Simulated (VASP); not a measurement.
A run of VASP 6.6.1 is set up as follows.

The input INCAR:

```
ALGO = Normal ; EDIFF = 1E-6
ENCUT = 520 ; GGA = PE
ISIF = 2 ; ISMEAR = 0
ISPIN = 2 ; LASPH = T
LCHARG = F ; LORBIT = 11
LREAL = F ; LWAVE = F
MAGMOM = 0 0.67 0.41 ; NBANDS = 18
NELM = 150 ; PREC = Accurate
SIGMA = 0.1
```

Contents of KPOINTS:

```
k-points
0
Gamma
  16 16 16
```

File POSCAR:

```
AlO2
1.0
    0.0000000000      2.4434465994      2.4434465994
    2.4434465994      0.0000000000      2.4434465994
    2.4434465994      2.4434465994      0.0000000000
Al O
1 2
Direct
    0.5000000000      0.5000000000      0.5000000000
    0.0000000000      0.0000000000      0.0000000000
    0.7500000000      0.7500000000      0.7500000000
```

Potentials or basis: VASP PAW PBE potentials, release 64 (Al, O).

Run with:

```sh
$ cat potpaw_PBE.64/Al/POTCAR potpaw_PBE.64/O/POTCAR > POTCAR
$ mpirun -np 1 vasp_std > vasp.out
```

(1) Estimate the band gap on the k mesh.

(2) What does it give for the site moments?

Results:

(1) zero (filled and empty bands overlap).

(2) Al -0.02; O +0.56, +0.34 μB.
